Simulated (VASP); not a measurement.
# BaTiO3 (R3m) in VASP: a series of runs

BaTiO3 is run at these levels: r2SCAN; tasks: single point.

Program: VASP 6.6.1. These are calculated values, not measurements. Logs are shortened: lines on timing, memory, paths and dates and some standing lists are left out, and cuts for length are marked.

### 1 The cell of the first run

The structure is trigonal, space group R3m (No. 160). Conventional cell: a = 5.680 Å, b = 5.680 Å, c = 6.994 Å, α = 90.00°, β = 90.00°, γ = 120.00°. Ba (site symmetry 3m) has 12 O at 2.82 to 2.88 Å and 8 Ti at 3.35 to 3.64 Å within 3.7 Å. Ti (site symmetry 3m) has 6 O at 1.87 to 2.16 Å within 2.5 Å. Within 2.5 Å of O (site symmetry m) lie 2 Ti at 1.87 to 2.16 Å.

### 2 Single point, r2SCAN

POSCAR reads:

```
BaTiO3
1.0
    2.8400536833      1.6397057586      2.3314328269
   -2.8400536833      1.6397057586      2.3314328269
    0.0000000000     -3.2794115171      2.3314328269
Ba Ti O
1 1 3
Direct
   -0.0043635755     -0.0043635755     -0.0043635755
    0.5162478494      0.5162478494      0.5162478494
    0.4897536543      0.4897536543      0.9801597377
    0.4897536543      0.9801597377      0.4897536543
    0.9801597377      0.4897536543      0.4897536543
```

INCAR.step1 reads:

```
ALGO = Normal
EDIFF = 1E-4
ENCUT = 520
GGA = PE
ISMEAR = 0
LASPH = True
LCHARG = False
LREAL = False
LWAVE = True
NBANDS = 28
NELM = 60
PREC = Accurate
SIGMA = 0.05
```

INCAR.step2 reads:

```
ALGO = Normal
EDIFF = 1E-7
ENCUT = 520
ISIF = 2
ISMEAR = 0
ISTART = 1
LASPH = True
LCHARG = False
LMIXTAU = True
LREAL = False
LWAVE = False
METAGGA = R2SCAN
NBANDS = 28
NELM = 60
PREC = Accurate
SIGMA = 0.05
```

KPOINTS reads:

```
k-points
0
Gamma
  6 6 6
```

Potentials or basis: VASP PAW PBE potentials, release 64 (Ba_sv, Ti_sv, O).

Run with:

```console
$ cat potpaw_PBE.64/Ba_sv/POTCAR potpaw_PBE.64/Ti_sv/POTCAR potpaw_PBE.64/O/POTCAR > POTCAR
$ cp INCAR.step1 INCAR
$ mpirun -np 1 vasp_std > vasp.out
$ cp INCAR.step2 INCAR
$ mpirun -np 1 vasp_std > vasp.out
```

OUTCAR:

```text
EDIFF = 1E-7
   ENCUT = 520
   ISIF = 2
   ISMEAR = 0
   ISTART = 1
   LASPH = True
   LREAL = False
   METAGGA = R2SCAN
   NELM = 60
   PREC = Accurate

 ion  position               nearest neighbor table
   1  0.996  0.996  0.996-   4 2.82   5 2.82   3 2.82   4 2.84   5 2.84   3 2.84   3 2.84   5 2.84
                             4 2.84   5 2.88   4 2.88   3 2.88   2 3.35   2 3.43   2 3.43   2 3.43
   2  0.516  0.516  0.516-   3 1.87   4 1.87   5 1.87   3 2.16   4 2.16   5 2.16   1 3.35   1 3.43
                             1 3.43   1 3.43   1 3.53   1 3.53   1 3.53   1 3.64
   3  0.490  0.490  0.980-   2 1.87   2 2.16   1 2.82   1 2.84   1 2.84   1 2.88
   4  0.490  0.980  0.490-   2 1.87   2 2.16   1 2.82   1 2.84   1 2.84   1 2.88
   5  0.980  0.490  0.490-   2 1.87   2 2.16   1 2.82   1 2.84   1 2.84   1 2.88

  LATTYP: Found a trigonal (rhomboedric) cell.
 ALAT       =     4.0236946859
 COS(alpha) =     0.0036015225

  Lattice vectors:

 A1 = (   2.8400536833,   1.6397057586,   2.3314328269)
 A2 = (  -2.8400536833,   1.6397057586,   2.3314328269)
 A3 = (   0.0000000000,  -3.2794115171,   2.3314328269)

Analysis of symmetry for initial positions (statically):
=====================================================================
 Subroutine PRICEL returns:
 Original cell was already a primitive cell.

 Routine SETGRP: Setting up the symmetry group for a
 trigonal (rhombohedral) supercell.

 Subroutine GETGRP returns: Found  6 space group operations
 (whereof  6 operations were pure point group operations)
 out of a pool of 12 trial point group operations.

The static configuration has the point symmetry C_3v.

Analysis of symmetry for dynamics (positions and initial velocities):
=====================================================================
 Subroutine PRICEL returns:
 Original cell was already a primitive cell.

 Routine SETGRP: Setting up the symmetry group for a
 trigonal (rhombohedral) supercell.

 Subroutine GETGRP returns: Found  6 space group operations
 (whereof  6 operations were pure point group operations)
 out of a pool of 12 trial point group operations.

The dynamic configuration has the point symmetry C_3v.

 Subroutine INISYM returns: Found  6 space group operations
 (whereof  6 operations are pure point group operations),
 and found     1 'primitive' translations

----------------------------------------------------------------------------------------

[... 100 lines left out ...]
   EDIFFG = 0.1E-05   stopping-criterion for IOM
   NSW    =      0    number of steps for IOM
   IBRION =     -1    ionic relax: 0-MD 1-quasi-New 2-CG
   NFREE  =      0    steps in history (QN), initial steepest desc. (CG)
   ISIF   =      2    stress and relaxation
   ISYM   =      2    0-nonsym 1-usesym 2-fastsym
   POTIM  = 0.5000    time-step for ionic-motion
   TEBEG  =    0.0;   TEEND  =   0.0 temperature during run
   PSTRESS=    0.0 pullay stress
   NELECT =      40.0000    total number of electrons
   NUPDOWN=      -1.0000    fix difference up-down
   EMIN   =  10.00;   EMAX   =-10.00  energy-range for DOS
   EFERMI =   0.00;   METHOD = LEGACY
   ISMEAR =     0;   SIGMA  =   0.05  broadening in eV -4-tet -1-fermi 0-gaus
   EFERMI_NEDOS =   21; number of points for ismear=-14 and -15
   IALGO  =     38    algorithm
   IMIX   =      4    mixing-type and parameters
     AMIX     =   0.40;   BMIX     =  1.00
     AMIX_MAG =   1.60;   BMIX_MAG =  1.00
  volume/ion in A,a.u.               =      13.03        87.92
  Fermi-wavevector in a.u.,A,eV,Ry     =   1.391466  2.629490 26.343298  1.936178
  Thomas-Fermi vector in A             =   2.515302
   LORBIT       =      0    0 simple, 1 ext, 2 COOP (PROOUT), +10 PAW based schemes
   METAGGA = R2SCAN    functional components
   LHFCALC =     F    Hartree Fock is set to
   AEXX    =    0.0000 exact exchange contribution
   IVDW    =     0    specifies the selected vdW correction
   LEPSILON=     F    determine dielectric tensor
   LRPA    =     F    only Hartree local field effects (RPA)
 non-spin polarized calculation
 Gauss-broadening in eV      SIGMA  =   0.05
  energy-cutoff  :      520.00
  volume of cell :       65.14
 maximum number of plane-waves:      1776
 NGX is ok and might be reduce to    30
   NGX = 15   NGY = 15   NGZ = 15

 number of electron      40.0000009 magnetization

 Free energy of the ion-electron system (eV)
  ---------------------------------------------------
  ext. energy  EPLUGINS =         0.00000000
  ---------------------------------------------------
  free energy    TOTEN  =       -74.26142846 eV

  energy without entropy =      -74.26142846  energy(sigma->0) =      -74.26142846

 E-fermi :   3.6521     XC(G=0): -11.8071

 val. band max:        3.3395897895   @ k =   0.5000   0.5000   0.5000
 cond. band min:       6.1805115378   @ k =   0.0000   0.0000   0.0000
 fundamental gap:      2.8409217483
 Fermi energy:         3.6520918365

 k-point     1 :       0.0000    0.0000    0.0000
  band No.  band energies     occupation
      1     -55.1682      2.00000
      2     -30.3710      2.00000
      3     -30.3710      2.00000
      4     -30.3696      2.00000
      5     -22.1626      2.00000
      6     -14.4107      2.00000
[... 733 lines left out ...]
     27      12.0726      0.00000
     28      12.5837      0.00000

 [... further k-points ...]

------------------------ aborting loop because EDIFF is reached ----------------------------------------

  FORCE on cell =-STRESS in cart. coord.  units (eV):
  Direction    XX          YY          ZZ          XY          YZ          ZX
  --------------------------------------------------------------------------------------
  -------------------------------------------------------------------------------------
  Total        0.7827493      0.7827493      0.7369301      0.0000000      0.0000000      0.0000000
  in kB       19.2515923     19.2515923     18.1246755      0.0000000      0.0000000      0.0000000
  external PRESSURE =      18.8759534 kB  Pullay stress =       0.0000000 kB

 VOLUME and BASIS-vectors are now :
 -----------------------------------------------------------------------------
  energy-cutoff  :      520.00
  volume of cell :       65.14
      direct lattice vectors                 reciprocal lattice vectors
     2.840053683  1.639705759  2.331432827     0.176053010  0.101644253  0.142973595
    -2.840053683  1.639705759  2.331432827    -0.176053010  0.101644253  0.142973595
     0.000000000 -3.279411517  2.331432827     0.000000000 -0.203288506  0.142973595

 POSITION                                       TOTAL-FORCE (eV/Angst)
 -----------------------------------------------------------------------------------
      0.00000      0.00000      6.96378        -0.000000      0.000000      0.306436
      0.00000      0.00000      3.61079        -0.000000     -0.000000     -0.358429
      0.00000     -1.60824      4.56883        -0.000000     -0.072430      0.017331
     -1.39278      0.80412      4.56883        -0.062726      0.036215      0.017331
      1.39278      0.80412      4.56883         0.062726      0.036215      0.017331
 -----------------------------------------------------------------------------------
    total drift:                               -0.000000     -0.000001      0.000619

  FREE ENERGIE OF THE ION-ELECTRON SYSTEM (eV)
  ---------------------------------------------------
  free  energy   TOTEN  =       -74.2614284572 eV

  energy  without entropy=      -74.2614284572  energy(sigma->0) =      -74.26142846
```

OUTCAR.step1:

```text
EDIFF = 1E-4
   ENCUT = 520
   GGA = PE
   ISMEAR = 0
[... 980 lines left out ...]
      0.00000      0.00000      3.61079         0.000000     -0.000000     -0.303379
      0.00000     -1.60824      4.56883         0.000000     -0.115923      0.003989
     -1.39278      0.80412      4.56883        -0.100393      0.057962      0.003989
      1.39278      0.80412      4.56883         0.100393      0.057962      0.003989
 -----------------------------------------------------------------------------------
    total drift:                               -0.000000     -0.000001     -0.001720

  FREE ENERGIE OF THE ION-ELECTRON SYSTEM (eV)
  ---------------------------------------------------
  free  energy   TOTEN  =       -40.0163441768 eV

  energy  without entropy=      -40.0163441768  energy(sigma->0) =      -40.01634418
```

OSZICAR.step1:

```text
N       E                     dE             d eps       ncg     rms          rms(c)
DAV:   1     0.440044249415E+03    0.44004E+03   -0.20953E+04  1792   0.155E+03
DAV:   2    -0.436502492264E+01   -0.44441E+03   -0.42420E+03  2092   0.429E+02
DAV:   3    -0.483800141157E+02   -0.44015E+02   -0.43679E+02  2488   0.134E+02
DAV:   4    -0.505180849643E+02   -0.21381E+01   -0.21339E+01  2724   0.252E+01
DAV:   5    -0.505774488214E+02   -0.59364E-01   -0.59356E-01  2392   0.325E+00    0.237E+01
DAV:   6    -0.402320977782E+02    0.10345E+02   -0.55290E+01  2704   0.683E+01    0.102E+01
DAV:   7    -0.402000772043E+02    0.32021E-01   -0.11470E+01  2428   0.253E+01    0.729E+00
DAV:   8    -0.400128641962E+02    0.18721E+00   -0.60771E-01  2248   0.725E+00    0.380E+00
DAV:   9    -0.400441636151E+02   -0.31299E-01   -0.38351E-01  2668   0.556E+00    0.162E+00
DAV:  10    -0.400208276272E+02    0.23336E-01   -0.17720E-01  2120   0.435E+00    0.598E-01
DAV:  11    -0.400163772675E+02    0.44504E-02   -0.21391E-02  2244   0.916E-01    0.144E-01
DAV:  12    -0.400165890163E+02   -0.21175E-03   -0.24961E-03  2312   0.468E-01    0.143E-01
DAV:  13    -0.400163407896E+02    0.24823E-03   -0.10072E-03  2028   0.337E-01    0.198E-02
DAV:  14    -0.400163441768E+02   -0.33871E-05   -0.38003E-05  1212   0.487E-02
   1 F= -.40016344E+02 E0= -.40016344E+02  d E =-.200250E-16
```

It took 4.3 min on 1 thread of Intel Xeon Platinum 8259CL at 2.50GHz (Skylake/Cascade Lake), shared host; peak memory 0.21 GiB.

Results:

```yaml
Free_energy: -74.2614 eV
Pressure: 1.9 GPa
Largest_force: 0.358 eV/Å
Band_gap_on_the_k_mesh: 2.84 eV, indirect (least direct gap 3.30 eV)
```

Forces on the atoms (eV/Å):
```
Ba   0.000  0.000  0.306
Ti   0.000  0.000 -0.358
O    0.000 -0.072  0.017
O   -0.063  0.036  0.017
O    0.063  0.036  0.017
```

Caveat: the cell differs from its parent crystal (all Ba atoms moved +0.050 Å, as atom 1 towards its neighbour atom 2 (Ti) at 3.403 Å); the PAW data sets were made with another functional, which shifts forces and pressure a little; spin-orbit coupling is left out, which moves the levels of the heavy elements.

### 3 Single point, r2SCAN

Changes to POSCAR since step 2:

```diff
@@ -8,3 +8,3 @@
 Direct
-   -0.0043635755     -0.0043635755     -0.0043635755
+   -0.0258096147     -0.0258096147     -0.0258096147
     0.5162478494      0.5162478494      0.5162478494
```

INCAR.step1 reads:

```
  ALGO = Normal
  EDIFF = 1E-4
  ENCUT = 520
  GGA = PE
  ISMEAR = 0
  LASPH = True
  LCHARG = False
  LREAL = False
  LWAVE = True
  NBANDS = 28
  NELM = 100
  PREC = Accurate
  SIGMA = 0.05
```

INCAR.step2 reads:

```
  ALGO = Normal
  EDIFF = 1E-7
  ENCUT = 520
  ISIF = 2
  ISMEAR = 0
  ISTART = 1
  LASPH = True
  LCHARG = False
  LMIXTAU = True
  LREAL = False
  LWAVE = False
  METAGGA = R2SCAN
  NBANDS = 28
  NELM = 100
  PREC = Accurate
  SIGMA = 0.05
```

KPOINTS is that of step 2.

Potentials or basis: VASP PAW PBE potentials, release 64 (Ba_sv, Ti_sv, O).

Run with:

```console
$ cat potpaw_PBE.64/Ba_sv/POTCAR potpaw_PBE.64/Ti_sv/POTCAR potpaw_PBE.64/O/POTCAR > POTCAR
$ cp INCAR.step1 INCAR
$ mpirun -np 1 vasp_std > vasp.out
$ cp INCAR.step2 INCAR
$ mpirun -np 1 vasp_std > vasp.out
```

It took 6.6 min on 1 thread of Intel Xeon Platinum 8259CL at 2.50GHz (Skylake/Cascade Lake), shared host; peak memory 0.21 GiB.

The run converged. Its results:

| Quantity | Value |
| --- | --- |
| Free energy | -74.1379 eV |
| Pressure | 2.6 GPa |
| Largest force | 1.361 eV/Å |
| Band gap on the k mesh | 2.82 eV, indirect (least direct gap 3.28 eV) |

Forces on the atoms (eV/Å):
```
Ba   0.000  0.000  1.361
Ti   0.000  0.000 -0.960
O    0.000 -0.055 -0.134
O   -0.048  0.028 -0.134
O    0.048  0.028 -0.134
```

Stress tensor (GPa, compression positive):
```
2.05 0.00 0.00
0.00 2.05 0.00
0.00 0.00 3.83
```

Levels at points of the mesh, in eV from the valence-band top:
```
           k point  band 18  band 19  band 20  band 21  band 22  band 23
(0.00, 0.00, 0.00)    -0.54    -0.46    -0.46     2.82     2.82     2.91
(0.50, 0.00, 0.00)    -1.41    -1.02    -0.89     3.01     4.15     4.26
(0.50, 0.50, 0.00)    -0.93    -0.91    -0.09     4.21     4.25     4.58
(0.50, 0.50, 0.50)    -0.02    -0.02     0.00     4.59     4.85     4.85
```

Caveat: the cell differs from its parent crystal (all Ba atoms moved +0.200 Å, as atom 1 towards its neighbour atom 2 (Ti) at 3.403 Å); the PAW data sets were made with another functional, which shifts forces and pressure a little; spin-orbit coupling is left out, which moves the levels of the heavy elements.

### 4 Single point, r2SCAN

Changes to POSCAR since step 3:

```diff
@@ -8,3 +8,3 @@
 Direct
-   -0.0258096147     -0.0258096147     -0.0258096147
+    0.0242311436      0.0242311436      0.0242311436
     0.5162478494      0.5162478494      0.5162478494
```

INCAR.step1 reads:

```
SYSTEM = BaTiO3
PREC = Accurate ; ENCUT = 520
ISMEAR = 0 ; SIGMA = 0.05
LREAL = .False. ; LASPH = .True.
NELM = 60 ; NBANDS = 28
GGA = PE ; ALGO = Normal
EDIFF = 1E-4 ; LWAVE = .True.
LCHARG = .False.
```

INCAR.step2 reads:

```
SYSTEM = BaTiO3
PREC = Accurate ; ENCUT = 520
EDIFF = 1E-6 ; ISMEAR = 0
SIGMA = 0.05 ; LREAL = .False.
LASPH = .True. ; NELM = 60
ALGO = Normal ; ISIF = 2
LWAVE = .False. ; LCHARG = .True.
METAGGA = R2SCAN ; LMIXTAU = .True.
LELF = .True. ; LVHAR = .True.
NBANDS = 28 ; ISTART = 1
```

KPOINTS reads:

```
Automatic mesh
0
Gamma
  6 6 6
  0 0 0
```

Run with:

```console
$ cat potpaw_PBE.64/Ba_sv/POTCAR potpaw_PBE.64/Ti_sv/POTCAR potpaw_PBE.64/O/POTCAR > POTCAR
$ cp INCAR.step1 INCAR
$ mpirun -np 1 vasp_std > vasp.out
$ cp INCAR.step2 INCAR
$ mpirun -np 1 vasp_std > vasp.out
```

Wall time 3.9 min (1 thread of Intel Xeon Platinum 8259CL at 2.50GHz (Skylake/Cascade Lake), shared host); peak memory 0.2 GiB.

Results (log left out):

```
Free energy            : -74.1826 eV
Pressure               : 3.0 GPa
Largest force          : 1.152 eV/Å
Band gap on the k mesh : 2.86 eV, indirect (least direct gap 3.35 eV)
```

Forces in eV/Å, atoms in the order of the input:
```
Ba   0.000  0.000 -1.152
Ti   0.000  0.000  0.369
O    0.000 -0.047  0.261
O   -0.041  0.024  0.261
O    0.041  0.024  0.261
```

Stress tensor (GPa, compression positive):
```
2.51 0.00 0.00
0.00 2.51 0.00
0.00 0.00 3.91
```

Levels at points of the mesh, in eV from the valence-band top:
| k point | band 18 | band 19 | band 20 | band 21 | band 22 | band 23 |
| --- | --- | --- | --- | --- | --- | --- |
| (0.00, 0.00, 0.00) | -0.60 | -0.49 | -0.49 | 2.86 | 2.86 | 3.02 |
| (0.50, 0.00, 0.00) | -1.51 | -1.00 | -0.91 | 2.98 | 4.11 | 4.26 |
| (0.50, 0.50, 0.00) | -0.86 | -0.84 | -0.09 | 4.21 | 4.21 | 4.57 |
| (0.50, 0.50, 0.50) | -0.09 | -0.09 | 0.00 | 4.67 | 4.83 | 4.83 |

Caveat: the cell differs from its parent crystal (all Ba atoms moved -0.150 Å, as atom 1 towards its neighbour atom 2 (Ti) at 3.403 Å); the PAW data sets were made with another functional, which shifts forces and pressure a little; spin-orbit coupling is left out, which moves the levels of the heavy elements.

(Part 1 of 2 ends here.)
